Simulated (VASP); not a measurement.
Here is a VASP 6.6.1 calculation.

File INCAR:

```
PREC = Accurate ; ENCUT = 520
EDIFF = 1E-6 ; ISMEAR = 0
SIGMA = 0.05 ; LREAL = F
LASPH = T ; NELM = 80
ALGO = Normal ; ISIF = 2
LWAVE = F ; LCHARG = F
GGA = PS ; NBANDS = 8
```

KPOINTS

```
regular mesh
0
Gamma
  18 18 18
```

File POSCAR:

```
Al
1.0
    0.0000000000      2.0163078406      2.0163078406
    2.0163078406      0.0000000000      2.0163078406
    2.0163078406      2.0163078406      0.0000000000
Al
1
Direct
    0.0000000000      0.0000000000      0.0000000000
```

Potentials or basis: VASP PAW PBE potentials, release 64 (Al).

Command:

```console
$ cat potpaw_PBE.64/Al/POTCAR > POTCAR
$ mpirun -np 1 vasp_std > vasp.out
```

Task: What does it give for the pressure?

Result: -0.9 GPa.

Caveat: the PAW data sets were made with another functional, which shifts forces and pressure a little.
